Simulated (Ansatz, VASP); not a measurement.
## Ba: VASP beside Ansatz

File INCAR:

```
PREC     = Accurate       # precision mode
ENCUT    = 500            # plane-wave cutoff, eV
EDIFF    = 1E-7           # SCF threshold, eV
ISMEAR   = 0              # smearing method
SIGMA    = 0.1            # smearing width, eV
LREAL    = False          # projectors in reciprocal space
LASPH    = True           # aspherical terms in the spheres
NELM     = 120            # most SCF steps
ALGO     = Normal         # electronic algorithm
ISIF     = 3              # what is computed and relaxed
LWAVE    = False          # write WAVECAR
LCHARG   = False          # write CHGCAR
GGA      = PS             # functional
IBRION   = 2              # ionic algorithm
NSW      = 80             # ionic steps
EDIFFG   = -0.01          # ionic threshold
GGA_COMPAT= False        
NELMIN   = 4
```

Contents of KPOINTS:

```
regular mesh
0
Gamma
  12 12 6
```

The input POSCAR:

```
Ba
1.0
    4.3343166054      0.0000000000      0.0000000000
   -2.1671583027      3.7536282883      0.0000000000
    0.0000000000      0.0000000000      7.0891759309
Ba
2
Direct
    0.3333333333      0.6666666667      0.2500000000
    0.6666666667      0.3333333333      0.7500000000
```

Input for Ansatz:

```yaml
crystal:
  lattice:
    - [4.3343166054, 0.0, 0.0]
    - [-2.1671583027, 3.7536282883, 0.0]
    - [0.0, 0.0, 7.0891759309]
  atoms:
    - { symbol: Ba, position: [0.3333333333, 0.6666666667, 0.25] }
    - { symbol: Ba, position: [0.6666666667, 0.3333333333, 0.75] }
basis:
  ecutwfc: 420
kpoints:
  mp_grid: { grid: [12, 12, 6] }
hamiltonian:
  xc: pbesol
scf:
  occupations: { method: gaussian, width: 0.1 }
output:
  forces: true
  stress: true
  eigenvalues: true
relax:
  adjacent_minimum: "off"
  f_tol: 0.01
  max_steps: 60
  cell: { stress_tol: 0.1 }
```

Alike in both runs: task relaxation of cell and atoms; functional PBEsol; k mesh 12 × 12 × 6; occupations gaussian, width 0.1 eV; no spin polarisation.

```csv
,VASP,Ansatz
version,VASP 6.6.1,Ansatz 0.2.0
potentials or method,"VASP PAW PBE potentials, release 64 (Ba_sv), cutoff 500 eV","scalar-relativistic, plane waves, PAW"
valence electrons in the cell,20,20
```

VASP gave:

```
gap on the k mesh at the Fermi level, each at its own relaxed structure (eV) : none
relaxed volume (Å³/atom)                                                     : 58.34
relaxed length of the cell vector where the two differ most in proportion (Å)              : 4.352
```

Problem. Estimate Ansatz's values.

Solution. gap on the k mesh at the Fermi level, each at its own relaxed structure (eV): none; relaxed volume (Å³/atom): 57.67; relaxed length of the cell vector where the two differ most in proportion (Å): 4.334.

VASP's potentials were made for PBE, not for PBEsol. A gap of «none» marks a metal or a gap that the smearing closes.

Neither program's run includes spin-orbit coupling.
